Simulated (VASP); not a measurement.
BiO4:

```
Bi O
1.0
     3.60381    0.00000    0.00000
    -1.80191    3.12099    0.00000
     0.00000    0.00000    5.75265
Bi O
1 4
Cartesian
  0.0000 0.0000 0.0000
  0.0000 2.0807 1.4068
  0.0000 2.0807 4.3458
  1.8019 1.0403 4.3458
  1.8019 1.0403 1.4068
```

```yaml
Program: VASP 6.6.1
Task: relaxation of cell and atoms
Functional: PBE
Potentials_or_basis: VASP PAW PBE potentials, release 64 (Bi_d, O)
Cutoff: 600 eV
k_mesh: 6 × 6 × 4
Occupations: gaussian, width 0.1 eV
Spin: no spin polarisation
```

At the start: pressure 3.8 GPa; volume 12.94 Å³/atom.

Question: Where does the relaxation end?

Answer: Over 10 steps the energy falls by 11.0 meV/atom and the volume is 14.48 Å³/atom (+11.9 %); space group P6/mmm (No. 191, to 0.05 Å).

Step by step:
```tsv
step	energy change (eV)	largest force (eV/Å)	pressure (GPa)	volume (Å³)
1	0.0000	0.0603	3.85	64.70
2	-0.0173	0.1720	-1.62	67.66
3	-0.0232	0.0968	0.12	66.64
4	-0.0257	0.0925	0.10	66.83
5	-0.0324	0.0786	0.10	67.40
6	-0.0426	0.0561	0.16	68.54
7	-0.0528	0.0177	0.50	70.80
8	-0.0538	0.0049	0.64	71.71
9	-0.0523	0.0632	-1.17	73.45
10	-0.0551	0.0284	-0.12	72.41
```

Final structure:
```xyz
5
Lattice="3.6393 0.0000 0.0000 -1.8196 3.1517 0.0000 0.0000 0.0000 6.3126" Properties=species:S:1:pos:R:3 pbc="T T T"
Bi    0.0000    0.0000    0.0000
O     0.0000    2.1011    1.4202
O     0.0000    2.1011    4.8924
O     1.8196    1.0506    4.8924
O     1.8196    1.0506    1.4202
```

Caveat: an odd number of electrons without spin polarisation forces a metal; a magnetic or distorted state may lie lower.
